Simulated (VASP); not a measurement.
A run of VASP 6.6.1 is set up as follows.

File INCAR:

```
SYSTEM = Sb
PREC     = Accurate       ! precision mode
ENCUT    = 520            ! plane-wave cutoff, eV
EDIFF    = 1E-7           ! SCF threshold, eV
ISMEAR   = -1             ! smearing method
SIGMA    = 0.05           ! smearing width, eV
LREAL    = .FALSE.        ! projectors in reciprocal space
LASPH    = .TRUE.         ! aspherical terms in the spheres
NELM     = 80             ! most SCF steps
ALGO     = Normal         ! electronic algorithm
ISIF     = 2              ! what is computed and relaxed
LWAVE    = .FALSE.        ! write WAVECAR
LCHARG   = .TRUE.         ! write CHGCAR
GGA      = PS             ! functional
LELF     = .TRUE.         ! ELF
LVHAR    = .TRUE.       
NBANDS   = 12             ! bands
```

File KPOINTS:

```
Automatic mesh
0
G
  9 9 9
  0 0 0
```

File POSCAR:

```
Sb
1.0
    2.1506003320      1.2416496806      3.7440000000
   -2.1506003320      1.2416496806      3.7440000000
    0.0000000000     -2.4832993611      3.7440000000
Sb
2
Direct
    0.2336400000      0.2336400000      0.2336400000
    0.7663600000      0.7663600000      0.7663600000
```

Potentials or basis: VASP PAW PBE potentials, release 64 (Sb).

Command:

```bash
$ cat potpaw_PBE.64/Sb/POTCAR > POTCAR
$ mpirun -np 1 vasp_std > vasp.out
```

Problem. What does it give for the largest force?

Solution. 0.200 eV/Å.

Problem. Estimate the band gap on the k mesh.

Solution. 0.07 eV, indirect (least direct gap 0.48 eV).

Stress tensor (GPa, compression positive):
```
0.80 0.00 0.00
0.00 0.80 0.00
0.00 0.00 0.23
```

Caveat: the PAW data sets were made with another functional, which shifts forces and pressure a little; spin-orbit coupling is left out, which moves the levels of the heavy elements. A k mesh can miss the band edges.
